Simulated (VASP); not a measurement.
# W (Cmme) in VASP: single point with PBE

Aim: the single point of W with PBE.

All numbers are computed with VASP 6.6.1; they aren't measurements. Logs are shortened: lines on timing, memory, paths and dates and some standing lists are left out, and cuts for length are marked.

## 1. The cell of the first run

It takes space group Cmme (No. 67, orthorhombic). The conventional cell has a = 3.195 Å, b = 4.518 Å, c = 9.786 Å, α = 90.00°, β = 90.00°, γ = 90.00°. W (site symmetry mm2) has 12 W at 2.77 to 3.41 Å within 3.6 Å. W (site symmetry mm2) has 14 W at 2.77 to 3.19 Å within 3.6 Å.

## 2. Single point, PBE

INCAR

```
SYSTEM = W
ALGO = Fast
EDIFF = 1E-6
ENCUT = 520
GGA = PE
ISIF = 2
ISMEAR = 0
LASPH = .True.
LCHARG = .False.
LREAL = .False.
LWAVE = .False.
NBANDS = 36
NELM = 80
PREC = Accurate
SIGMA = 0.15
```

KPOINTS

```
k-points
0
Gamma
  18 18 5
  0 0 0
```

POSCAR

```
W
1.0
   -1.5973000000      1.5973000000     -1.5973000000
   -1.5973000000     -1.5973000000      1.5973000000
    0.0000000000      6.9195300859      6.9195300859
W
4
Direct
    0.0000000000      0.0000000000      0.8079378123
    0.5000000000      0.5000000000      0.1154196875
    0.0000000000      0.0000000000      0.3462590624
    0.5000000000      0.5000000000      0.5770984374
```

Potentials or basis: VASP PAW PBE potentials, release 64 (W_sv).

On the command line:

```
$ cat potpaw_PBE.64/W_sv/POTCAR > POTCAR
$ mpirun -np 1 vasp_std > vasp.out
```

OUTCAR:

```text
SYSTEM = W
   EDIFF = 1E-6
   ENCUT = 520
   GGA = PE
   ISIF = 2
   ISMEAR = 0
   LASPH = .True.
   LREAL = .False.
   NELM = 80
   PREC = Accurate

 ion  position               nearest neighbor table
   1  0.000  0.000  0.808-   4 2.77   4 2.77   4 3.19   4 3.19   2 3.41   2 3.41
   2  0.500  0.500  0.115-   3 2.77   3 2.77   3 3.19   3 3.19   1 3.41   1 3.41
   3  0.000  0.000  0.346-   2 2.77   2 2.77   4 2.77   4 2.77   2 3.19   2 3.19   4 3.19   4 3.19

   4  0.500  0.500  0.577-   1 2.77   1 2.77   3 2.77   3 2.77   1 3.19   1 3.19   3 3.19   3 3.19

  LATTYP: Found a base centered orthorhombic cell.
 ALAT       =     3.1946000000
 B/A-ratio  =     1.4142135624
 C/A-ratio  =     3.0631983011

  Lattice vectors:

 A1 = (  -1.5973000000,   1.5973000000,  -1.5973000000)
 A2 = (  -1.5973000000,  -1.5973000000,   1.5973000000)
 A3 = (   0.0000000000,   6.9195300859,   6.9195300859)

Analysis of symmetry for initial positions (statically):
=====================================================================
 Subroutine PRICEL returns:
 Original cell was already a primitive cell.

 Routine SETGRP: Setting up the symmetry group for a
 base centered orthorhombic supercell.

 Subroutine GETGRP returns: Found  8 space group operations
 (whereof  4 operations were pure point group operations)
 out of a pool of  8 trial point group operations.

The static configuration has the point symmetry C_2v.
 The point group associated with its full space group is D_2h.

Analysis of symmetry for dynamics (positions and initial velocities):
=====================================================================
 Subroutine PRICEL returns:
 Original cell was already a primitive cell.

 Routine SETGRP: Setting up the symmetry group for a
 base centered orthorhombic supercell.

 Subroutine GETGRP returns: Found  8 space group operations
 (whereof  4 operations were pure point group operations)
 out of a pool of  8 trial point group operations.

The dynamic configuration has the point symmetry C_2v.
 The point group associated with its full space group is D_2h.

 Subroutine INISYM returns: Found  8 space group operations
 (whereof  4 operations are pure point group operations),
 and found     1 'primitive' translations

----------------------------------------------------------------------------------------

                                     Primitive cell

  volume of cell :      70.6171

  direct lattice vectors                    reciprocal lattice vectors
    -1.597300000  1.597300000 -1.597300000    -0.313028235  0.156514118 -0.156514118
    -1.597300000 -1.597300000  1.597300000    -0.313028235 -0.156514118  0.156514118
     0.000000000  6.919530086  6.919530086     0.000000000  0.072259242  0.072259242

  length of vectors
     2.766604755  2.766604755  9.785693293     0.383379726  0.383379726  0.102190000

  position of ions in fractional coordinates (direct lattice)
     0.000000000  0.000000000  0.807937812
     0.500000000  0.500000000  0.115419688
     0.000000000  0.000000000  0.346259062
     0.500000000  0.500000000  0.577098437

  ion indices of the primitive-cell ions
   primitive index   ion index
                 1           1
                 2           2
                 3           3
                 4           4

----------------------------------------------------------------------------------------

 KPOINTS: k-points

Automatic generation of k-mesh.
 Grid dimensions read from file:
 generate k-points for:   18   18    5

 Generating k-lattice:

  Cartesian coordinates                     Fractional coordinates (reciprocal lattice)
    -0.017390458  0.008695229 -0.008695229     0.055555556  0.000000000  0.000000000
    -0.017390458 -0.008695229  0.008695229     0.000000000  0.055555556  0.000000000
     0.000000000  0.014451848  0.014451848     0.000000000  0.000000000  0.200000000

  Length of vectors
     0.021298874  0.021298874  0.020438000

  Shift w.r.t. Gamma in fractional coordinates (k-lattice)
     0.000000000  0.000000000  0.000000000

 Subroutine IBZKPT returns following result:
 ===========================================

 Found    273 irreducible k-points:

 Following reciprocal coordinates:
            Coordinates               Weight
  0.000000  0.000000  0.000000      1.000000
  0.055556  0.000000  0.000000      4.000000
  0.111111  0.000000  0.000000      4.000000
  0.166667  0.000000  0.000000      4.000000
  0.222222  0.000000  0.000000      4.000000
  0.277778  0.000000  0.000000      4.000000
[... 16 lines left out ...]
 -0.277778  0.055556  0.000000      4.000000
 -0.222222  0.055556  0.000000      4.000000
 [... further k-points ...]
   k-points           NKPTS =    273   k-points in BZ     NKDIM =    273   number of bands    NBANDS=     36
   number of dos      NEDOS =    301   number of ions     NIONS =      4
   total plane-waves  NPLWV =  46080
   dimension x,y,z NGX =    24 NGY =   24 NGZ =   80
   dimension x,y,z NGXF=    48 NGYF=   48 NGZF=  160
   ions per type =               4
   NGX,Y,Z   is equivalent  to a cutoff of  14.42, 14.42, 13.59 a.u.
   NGXF,Y,Z  is equivalent  to a cutoff of  28.84, 28.84, 27.18 a.u.
 SYSTEM =  W
   PREC   = accura    normal or accurate (medium, high low for compatibility)
   ISTART =      0    job   : 0-new  1-cont  2-samecut
   ICHARG =      2    charge: 1-file 2-atom 10-const
   ISPIN  =      1    spin polarized calculation?
   LNONCOLLINEAR =      F non collinear calculations
   LSORBIT =      F    spin-orbit coupling
   LASPH  =      T    aspherical Exc in radial PAW
   ENCUT  =  520.0 eV  38.22 Ry    6.18 a.u.   5.14  5.14 18.19*2*pi/ulx,y,z
   NELM   =     80;   NELMIN=  2; NELMDL= -5     # of ELM steps
   EDIFF  = 0.1E-05   stopping-criterion for ELM
   LREAL  =      F    real-space projection
   EDIFFG = 0.1E-04   stopping-criterion for IOM
   NSW    =      0    number of steps for IOM
   IBRION =     -1    ionic relax: 0-MD 1-quasi-New 2-CG
   NFREE  =      0    steps in history (QN), initial steepest desc. (CG)
   ISIF   =      2    stress and relaxation
   ISYM   =      2    0-nonsym 1-usesym 2-fastsym
   POTIM  = 0.5000    time-step for ionic-motion
   TEBEG  =    0.0;   TEEND  =   0.0 temperature during run
   PSTRESS=    0.0 pullay stress
   NELECT =      56.0000    total number of electrons
   NUPDOWN=      -1.0000    fix difference up-down
   EMIN   =  10.00;   EMAX   =-10.00  energy-range for DOS
   EFERMI =   0.00;   METHOD = LEGACY
   ISMEAR =     0;   SIGMA  =   0.15  broadening in eV -4-tet -1-fermi 0-gaus
   EFERMI_NEDOS =   21; number of points for ismear=-14 and -15
   IALGO  =     68    algorithm
   IMIX   =      4    mixing-type and parameters
     AMIX     =   0.40;   BMIX     =  1.00
     AMIX_MAG =   1.60;   BMIX_MAG =  1.00
  volume/ion in A,a.u.               =      17.65       119.14
  Fermi-wavevector in a.u.,A,eV,Ry     =   1.515308  2.863517 31.241140  2.296159
  Thomas-Fermi vector in A             =   2.624849
   LORBIT       =      0    0 simple, 1 ext, 2 COOP (PROOUT), +10 PAW based schemes
   GGA     = PE    functional components
   LHFCALC =     F    Hartree Fock is set to
   AEXX    =    0.0000 exact exchange contribution
   IVDW    =     0    specifies the selected vdW correction
   LEPSILON=     F    determine dielectric tensor
   LRPA    =     F    only Hartree local field effects (RPA)
 non-spin polarized calculation
 RMM-DIIS sequential band-by-band and
 Gauss-broadening in eV      SIGMA  =   0.15
  energy-cutoff  :      520.00
  volume of cell :       70.62
 maximum number of plane-waves:      1924
 NGX is ok and might be reduce to    24
   NGX = 11   NGY = 11   NGZ = 37

 number of electron      55.9999993 magnetization

 Free energy of the ion-electron system (eV)
  ---------------------------------------------------
  ext. energy  EPLUGINS =         0.00000000
  ---------------------------------------------------
  free energy    TOTEN  =       -50.62286179 eV

  energy without entropy =      -50.59844574  energy(sigma->0) =      -50.61065377

 E-fermi :   9.8889     XC(G=0): -12.9819

 val. band max:        9.8866902350   @ k =  -0.2778   0.2778   0.4000
 cond. band min:       9.8910873291   @ k =  -0.2222   0.2222   0.2000
 fundamental gap:      0.0043970941
 Fermi energy:         9.8888852385

 k-point     1 :       0.0000    0.0000    0.0000
  band No.  band energies     occupation
      1     -64.3684      2.00000
      2     -64.3596      2.00000
      3     -64.2897      2.00000
      4     -64.2361      2.00000
      5     -29.0257      2.00000
      6     -28.7472      2.00000
[... 28 lines left out ...]
     35      12.1441      0.00000
     36      12.3673      0.00000

 k-point     2 :       0.0556    0.0000    0.0000
  band No.  band energies     occupation
      1     -64.3663      2.00000
      2     -64.3577      2.00000
      3     -64.2879      2.00000
      4     -64.2349      2.00000
      5     -29.0167      2.00000
      6     -28.7472      2.00000
[... 28 lines left out ...]
     35      12.1072      0.00000
     36      12.4365      0.00000

 k-point     3 :       0.1111    0.0000    0.0000
  band No.  band energies     occupation
      1     -64.3600      2.00000
      2     -64.3522      2.00000
      3     -64.2826      2.00000
      4     -64.2316      2.00000
      5     -28.9903      2.00000
      6     -28.7486      2.00000
[... 28 lines left out ...]
     35      11.9890      0.00000
     36      12.5442      0.00000
[... 742 lines left out ...]
 k-point    23 :      -0.2778    0.0556    0.0000
  band No.  band energies     occupation
      1     -64.3275      2.00000
      2     -64.3227      2.00000
      3     -64.2531      2.00000
      4     -64.2120      2.00000
      5     -28.8723      2.00000
      6     -28.8092      2.00000
[... 28 lines left out ...]
     35      12.4587      0.00000
     36      12.7365      0.00000

 k-point    24 :      -0.2222    0.0556    0.0000
  band No.  band energies     occupation
      1     -64.3399      2.00000
      2     -64.3337      2.00000
      3     -64.2642      2.00000
      4     -64.2179      2.00000
      5     -28.9198      2.00000
      6     -28.7588      2.00000
[... 28 lines left out ...]
     35      11.9407      0.00000
     36      12.7997      0.00000

 [... further k-points ...]
[... 5 lines left out ...]
  --------------------------------------------------------------------------------------
  -------------------------------------------------------------------------------------
  Total       -4.5018962     -6.3228356     -6.3228356      0.0000000     -2.0427867      0.0000000
  in kB     -102.1401484   -143.4540779   -143.4540779      0.0000000    -46.3472559      0.0000000
  external PRESSURE =    -129.6827681 kB  Pullay stress =       0.0000000 kB

 VOLUME and BASIS-vectors are now :
 -----------------------------------------------------------------------------
  energy-cutoff  :      520.00
  volume of cell :       70.62
      direct lattice vectors                 reciprocal lattice vectors
    -1.597300000  1.597300000 -1.597300000    -0.313028235  0.156514118 -0.156514118
    -1.597300000 -1.597300000  1.597300000    -0.313028235 -0.156514118  0.156514118
     0.000000000  6.919530086  6.919530086     0.000000000  0.072259242  0.072259242

 POSITION                                       TOTAL-FORCE (eV/Angst)
 -----------------------------------------------------------------------------------
      0.00000      5.59055      5.59055         0.000000      1.074172      1.074172
     -1.59730      0.79865      0.79865         0.000000     -1.074172     -1.074172
      0.00000      2.39595      2.39595         0.000000     -0.225734     -0.225734
     -1.59730      3.99325      3.99325         0.000000      0.225734      0.225734
 -----------------------------------------------------------------------------------
    total drift:                                0.000000     -0.000002     -0.000002

  FREE ENERGIE OF THE ION-ELECTRON SYSTEM (eV)
  ---------------------------------------------------
  free  energy   TOTEN  =       -50.6228617942 eV

  energy  without entropy=      -50.5984457406  energy(sigma->0) =      -50.61065377
```

It took 5.7 min on 1 thread of Intel Xeon 6975P-C (Granite Rapids), shared host; peak memory 0.56 GiB.

What came out:

- Free energy: -50.6229 eV
- Pressure: -13.0 GPa
- Largest force: 1.519 eV/Å
- Band gap on the k mesh: zero (band 28 reaches 11.18 eV, above the bottom of band 29 at 9.09 eV)

Forces on the atoms (eV/Å):
```
W    0.000  1.074  1.074
W    0.000 -1.074 -1.074
W    0.000 -0.226 -0.226
W    0.000  0.226  0.226
```

Levels at points of the mesh, in eV from the Fermi level:
```tsv
k point	band 25	band 26	band 27	band 28	band 29	band 30	band 31	band 32
(0.00, 0.00, 0.00)	-1.42	-1.34	-1.23	-0.71	0.09	1.00	1.60	1.79
(0.50, 0.00, 0.00)	-1.88	-1.88	0.63	0.63	1.87	1.87	2.09	2.09
(0.50, 0.50, 0.00)	-1.09	0.22	0.43	0.45	0.97	1.53	1.77	4.04
```

Caveat: spin-orbit coupling is left out, which moves the levels of the heavy elements; forces of over 1 eV/Å act on the atoms, so gaps and moduli don't describe the material at rest.
